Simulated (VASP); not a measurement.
# TiAl (P4mm) in VASP: single point with PBEsol

Aim: the single point of TiAl with PBEsol.

Everything below comes from runs of VASP 6.6.1. Logs are shortened: lines on timing, memory, paths and dates and some standing lists are left out, and cuts for length are marked.

## (1) The cell of the first run

Symmetry: P4mm, No. 99, tetragonal system. Conventional cell: a = 3.179 Å, b = 3.179 Å, c = 3.179 Å, α = 90.00°, β = 90.00°, γ = 90.00°. Ti (site symmetry 4mm) has 8 Al at 2.63 to 2.89 Å and 6 Ti at 3.18 Å within 3.5 Å. Al (site symmetry 4mm) has 8 Ti at 2.63 to 2.89 Å and 6 Al at 3.18 Å within 3.5 Å.

## (2) Single point, PBEsol (one atom moved)

Input file INCAR:

```
PREC = Accurate ; ENCUT = 520
EDIFF = 1E-7 ; ISMEAR = 0
SIGMA = 0.1 ; LREAL = False
LASPH = True ; NELM = 60
ALGO = Normal ; ISIF = 2
LWAVE = False ; LCHARG = False
GGA = PS ; NBANDS = 14
```

Input file KPOINTS:

```
Automatic mesh
0
Gamma
  12 12 12
```

Input file POSCAR:

```
TiAl
1.0
    3.1790640000      0.0000000000      0.0000000000
    0.0000000000      3.1790640000      0.0000000000
    0.0000000000      0.0000000000      3.1790640000
Ti Al
1 1
Direct
    0.0000000000      0.0000000000      0.0000000000
    0.5707755490      0.5000000000      0.5000000000
```

Potentials or basis: VASP PAW PBE potentials, release 64 (Ti_sv, Al).

Command:

```console
cat potpaw_PBE.64/Ti_sv/POTCAR potpaw_PBE.64/Al/POTCAR > POTCAR
mpirun -np 1 vasp_std > vasp.out
```

OUTCAR:

```text
PREC = Accurate
   ENCUT = 520
   EDIFF = 1E-7
   ISMEAR = 0
   LREAL = False
   LASPH = True
   NELM = 60
   ISIF = 2
   GGA = PS

 ion  position               nearest neighbor table
   1  0.000  0.000  0.000-   2 2.63   2 2.63   2 2.63   2 2.63   2 2.89   2 2.89   2 2.89   2 2.89

   2  0.571  0.500  0.500-   1 2.63   1 2.63   1 2.63   1 2.63   1 2.89   1 2.89   1 2.89   1 2.89

  LATTYP: Found a simple cubic cell.
 ALAT       =     3.1790640000

  Lattice vectors:

 A1 = (   3.1790640000,   0.0000000000,   0.0000000000)
 A2 = (   0.0000000000,   3.1790640000,   0.0000000000)
 A3 = (   0.0000000000,   0.0000000000,   3.1790640000)

Analysis of symmetry for initial positions (statically):
=====================================================================
 Subroutine PRICEL returns:
 Original cell was already a primitive cell.

 Routine SETGRP: Setting up the symmetry group for a
 simple cubic supercell.

 Subroutine GETGRP returns: Found  8 space group operations
 (whereof  8 operations were pure point group operations)
 out of a pool of 48 trial point group operations.

The static configuration has the point symmetry C_4v.

Analysis of symmetry for dynamics (positions and initial velocities):
=====================================================================
 Subroutine PRICEL returns:
 Original cell was already a primitive cell.

 Routine SETGRP: Setting up the symmetry group for a
 simple cubic supercell.

 Subroutine GETGRP returns: Found  8 space group operations
 (whereof  8 operations were pure point group operations)
 out of a pool of 48 trial point group operations.

The dynamic configuration has the point symmetry C_4v.

 Subroutine INISYM returns: Found  8 space group operations
 (whereof  8 operations are pure point group operations),
 and found     1 'primitive' translations

----------------------------------------------------------------------------------------

                                     Primitive cell

  volume of cell :      32.1290

  direct lattice vectors                    reciprocal lattice vectors
     3.179064000  0.000000000  0.000000000     0.314557996  0.000000000  0.000000000
     0.000000000  3.179064000  0.000000000     0.000000000  0.314557996  0.000000000
     0.000000000  0.000000000  3.179064000     0.000000000  0.000000000  0.314557996

  length of vectors
     3.179064000  3.179064000  3.179064000     0.314557996  0.314557996  0.314557996

  position of ions in fractional coordinates (direct lattice)
     0.000000000  0.000000000  0.000000000
     0.570775549  0.500000000  0.500000000

  ion indices of the primitive-cell ions
   primitive index   ion index
                 1           1
                 2           2

----------------------------------------------------------------------------------------

 KPOINTS: Automatic mesh

Automatic generation of k-mesh.
 Grid dimensions read from file:
 generate k-points for:   12   12   12

 Generating k-lattice:

  Cartesian coordinates                     Fractional coordinates (reciprocal lattice)
     0.026213166  0.000000000  0.000000000     0.083333333  0.000000000  0.000000000
     0.000000000  0.026213166  0.000000000     0.000000000  0.083333333  0.000000000
     0.000000000  0.000000000  0.026213166     0.000000000  0.000000000  0.083333333

  Length of vectors
     0.026213166  0.026213166  0.026213166

  Shift w.r.t. Gamma in fractional coordinates (k-lattice)
     0.000000000  0.000000000  0.000000000

 Subroutine IBZKPT returns following result:
 ===========================================

 Found    196 irreducible k-points:

 Following reciprocal coordinates:
            Coordinates               Weight
  0.000000  0.000000  0.000000      1.000000
  0.083333  0.000000  0.000000      2.000000
  0.000000  0.083333  0.000000      4.000000
  0.166667  0.000000  0.000000      2.000000
  0.000000  0.166667  0.000000      4.000000
  0.250000  0.000000  0.000000      2.000000
[... 16 lines left out ...]
  0.000000  0.333333  0.083333      8.000000
  0.083333  0.000000  0.333333      8.000000
 [... further k-points ...]
   k-points           NKPTS =    196   k-points in BZ     NKDIM =    196   number of bands    NBANDS=     14
   number of dos      NEDOS =    301   number of ions     NIONS =      2
   total plane-waves  NPLWV =  13824
   dimension x,y,z NGX =    24 NGY =   24 NGZ =   24
   dimension x,y,z NGXF=    48 NGYF=   48 NGZF=   48
   ions per type =               1   1
   NGX,Y,Z   is equivalent  to a cutoff of  12.55, 12.55, 12.55 a.u.
   NGXF,Y,Z  is equivalent  to a cutoff of  25.10, 25.10, 25.10 a.u.
 SYSTEM =  unknown system
   PREC   = accura    normal or accurate (medium, high low for compatibility)
   ISTART =      0    job   : 0-new  1-cont  2-samecut
   ICHARG =      2    charge: 1-file 2-atom 10-const
   ISPIN  =      1    spin polarized calculation?
   LNONCOLLINEAR =      F non collinear calculations
   LSORBIT =      F    spin-orbit coupling
   LASPH  =      T    aspherical Exc in radial PAW
   ENCUT  =  520.0 eV  38.22 Ry    6.18 a.u.   5.91  5.91  5.91*2*pi/ulx,y,z
   NELM   =     60;   NELMIN=  2; NELMDL= -5     # of ELM steps
   EDIFF  = 0.1E-06   stopping-criterion for ELM
   LREAL  =      F    real-space projection
   EDIFFG = 0.1E-05   stopping-criterion for IOM
   NSW    =      0    number of steps for IOM
   IBRION =     -1    ionic relax: 0-MD 1-quasi-New 2-CG
   NFREE  =      0    steps in history (QN), initial steepest desc. (CG)
   ISIF   =      2    stress and relaxation
   ISYM   =      2    0-nonsym 1-usesym 2-fastsym
   POTIM  = 0.5000    time-step for ionic-motion
   TEBEG  =    0.0;   TEEND  =   0.0 temperature during run
   PSTRESS=    0.0 pullay stress
   NELECT =      15.0000    total number of electrons
   NUPDOWN=      -1.0000    fix difference up-down
   EMIN   =  10.00;   EMAX   =-10.00  energy-range for DOS
   EFERMI =   0.00;   METHOD = LEGACY
   ISMEAR =     0;   SIGMA  =   0.10  broadening in eV -4-tet -1-fermi 0-gaus
   EFERMI_NEDOS =   21; number of points for ismear=-14 and -15
   IALGO  =     38    algorithm
   IMIX   =      4    mixing-type and parameters
     AMIX     =   0.40;   BMIX     =  1.00
     AMIX_MAG =   1.60;   BMIX_MAG =  1.00
  volume/ion in A,a.u.               =      16.06       108.41
  Fermi-wavevector in a.u.,A,eV,Ry     =   1.270007  2.399964 21.945065  1.612917
  Thomas-Fermi vector in A             =   2.403017
   LORBIT       =      0    0 simple, 1 ext, 2 COOP (PROOUT), +10 PAW based schemes
   GGA     = PS    functional components
   LHFCALC =     F    Hartree Fock is set to
   AEXX    =    0.0000 exact exchange contribution
   IVDW    =     0    specifies the selected vdW correction
   LEPSILON=     F    determine dielectric tensor
   LRPA    =     F    only Hartree local field effects (RPA)
 non-spin polarized calculation
 Gauss-broadening in eV      SIGMA  =   0.10
  energy-cutoff  :      520.00
  volume of cell :       32.13
 maximum number of plane-waves:       912
 NGX is ok and might be reduce to    24
   NGX = 11   NGY = 11   NGZ = 11

 number of electron      14.9999994 magnetization

 Free energy of the ion-electron system (eV)
  ---------------------------------------------------
  ext. energy  EPLUGINS =         0.00000000
  ---------------------------------------------------
  free energy    TOTEN  =       -12.81096368 eV

  energy without entropy =      -12.79735049  energy(sigma->0) =      -12.80415709

 E-fermi :   8.6417     XC(G=0): -11.1783

 val. band max:        8.6358603952   @ k =   0.2500   0.5000   0.4167
 cond. band min:       8.6476866341   @ k =   0.3333   0.2500   0.0000
 fundamental gap:      0.0118262389
 Fermi energy:         8.6416798756

 k-point     1 :       0.0000    0.0000    0.0000
  band No.  band energies     occupation
      1     -47.9906      2.00000
      2     -24.2976      2.00000
      3     -24.2976      2.00000
      4     -24.2930      2.00000
      5      -0.5727      2.00000
      6       7.1850      2.00000
      7       7.1935      2.00000
      8      10.4052      0.00000
      9      10.4269      0.00000
     10      10.4269      0.00000
     11      13.1486      0.00000
     12      13.1486      0.00000
     13      13.2416      0.00000
     14      17.4736      0.00000

 k-point     2 :       0.0833    0.0000    0.0000
  band No.  band energies     occupation
      1     -47.9896      2.00000
      2     -24.3048      2.00000
      3     -24.2966      2.00000
      4     -24.2966      2.00000
      5      -0.4623      2.00000
      6       7.1369      2.00000
      7       7.2335      2.00000
      8      10.2466      0.00000
      9      10.2467      0.00000
     10      10.4181      0.00000
     11      12.7594      0.00000
     12      13.4080      0.00000
     13      13.4080      0.00000
     14      17.4554      0.00000

 k-point     3 :       0.0000    0.0833    0.0000
  band No.  band energies     occupation
      1     -47.9896      2.00000
      2     -24.3096      2.00000
      3     -24.2966      2.00000
      4     -24.2920      2.00000
      5      -0.4615      2.00000
      6       7.1332      2.00000
      7       7.2412      2.00000
      8      10.1993      0.00000
      9      10.2569      0.00000
     10      10.4592      0.00000
     11      12.6162      0.00000
     12      13.4157      0.00000
     13      13.5790      0.00000
     14      17.3459      0.00000

 k-point     4 :       0.1667    0.0000    0.0000
  band No.  band energies     occupation
      1     -47.9869      2.00000
      2     -24.3367      2.00000
      3     -24.2938      2.00000
      4     -24.2938      2.00000
      5      -0.1356      2.00000
      6       6.8850      2.00000
      7       7.3713      2.00000
      8       9.8540      0.00000
      9       9.8540      0.00000
     10      10.4539      0.00000
     11      11.9533      0.00000
     12      14.0427      0.00000
     13      14.0427      0.00000
     14      17.0534      0.00000

 k-point     5 :       0.0000    0.1667    0.0000
  band No.  band energies     occupation
      1     -47.9868      2.00000
      2     -24.3420      2.00000
      3     -24.2938      2.00000
      4     -24.2892      2.00000
      5      -0.1325      2.00000
      6       6.8883      2.00000
      7       7.3820      2.00000
      8       9.7930      0.00000
      9       9.8802      0.00000
     10      10.4951      0.00000
     11      11.8341      0.00000
[... 276 lines left out ...]
 k-point    22 :       0.3333    0.0833    0.0000
  band No.  band energies     occupation
      1     -47.9783      2.00000
      2     -24.4217      2.00000
      3     -24.2975      2.00000
      4     -24.2851      2.00000
      5       1.2011      2.00000
      6       5.4157      2.00000
      7       7.7740      2.00000
      8       8.9799      0.00000
      9       9.1320      0.00000
     10      10.4327      0.00000
     11      11.5082      0.00000
     12      14.9360      0.00000
     13      15.9835      0.00000
     14      16.4420      0.00000

 k-point    23 :       0.0000    0.3333    0.0833
  band No.  band energies     occupation
      1     -47.9782      2.00000
      2     -24.4282      2.00000
      3     -24.2974      2.00000
      4     -24.2803      2.00000
      5       1.2124      2.00000
      6       5.4247      2.00000
      7       7.7987      2.00000
      8       8.8804      0.00074
      9       9.1764      0.00000
     10      10.4742      0.00000
     11      11.4476      0.00000
     12      14.9391      0.00000
     13      15.9326      0.00000
     14      16.5311      0.00000

 k-point    24 :       0.0833    0.0000    0.3333
  band No.  band energies     occupation
      1     -47.9782      2.00000
      2     -24.4282      2.00000
      3     -24.2926      2.00000
      4     -24.2849      2.00000
      5       1.2124      2.00000
      6       5.4242      2.00000
      7       7.7998      2.00000
      8       8.9978      0.00000
      9       9.0526      0.00000
     10      10.4731      0.00000
     11      11.4411      0.00000
     12      14.9306      0.00000
     13      16.0529      0.00000
     14      16.4351      0.00000

 [... further k-points ...]
[... 5 lines left out ...]
  --------------------------------------------------------------------------------------
  -------------------------------------------------------------------------------------
  Total       -0.4050760      0.0782194      0.0782194      0.0000000      0.0000000      0.0000000
  in kB      -20.1999026      3.9005640      3.9005640      0.0000000      0.0000000      0.0000000
  external PRESSURE =      -4.1329249 kB  Pullay stress =       0.0000000 kB

 VOLUME and BASIS-vectors are now :
 -----------------------------------------------------------------------------
  energy-cutoff  :      520.00
  volume of cell :       32.13
      direct lattice vectors                 reciprocal lattice vectors
     3.179064000  0.000000000  0.000000000     0.314557996  0.000000000  0.000000000
     0.000000000  3.179064000  0.000000000     0.000000000  0.314557996  0.000000000
     0.000000000  0.000000000  3.179064000     0.000000000  0.000000000  0.314557996

 POSITION                                       TOTAL-FORCE (eV/Angst)
 -----------------------------------------------------------------------------------
      0.00000      0.00000      0.00000         1.376952      0.000000     -0.000000
      1.81453      1.58953      1.58953        -1.376952     -0.000000      0.000000
 -----------------------------------------------------------------------------------
    total drift:                                0.000467      0.000000     -0.000000

  FREE ENERGIE OF THE ION-ELECTRON SYSTEM (eV)
  ---------------------------------------------------
  free  energy   TOTEN  =       -12.8109636791 eV

  energy  without entropy=      -12.7973504915  energy(sigma->0) =      -12.80415709
```

Run time: 21 s. Hardware: 1 thread of Intel Xeon 6975P-C (Granite Rapids), shared host; peak memory 0.21 GiB.

What came out:

```yaml
Free_energy: -12.8110 eV
Pressure: -0.4 GPa
Largest_force: 1.377 eV/Å
```

Forces on the atoms (eV/Å):
```
Ti   1.377  0.000  0.000
Al  -1.377  0.000  0.000
```

Caveat: the cell differs from its parent crystal (one atom moved); the PAW data sets were made with another functional, which shifts forces and pressure a little.
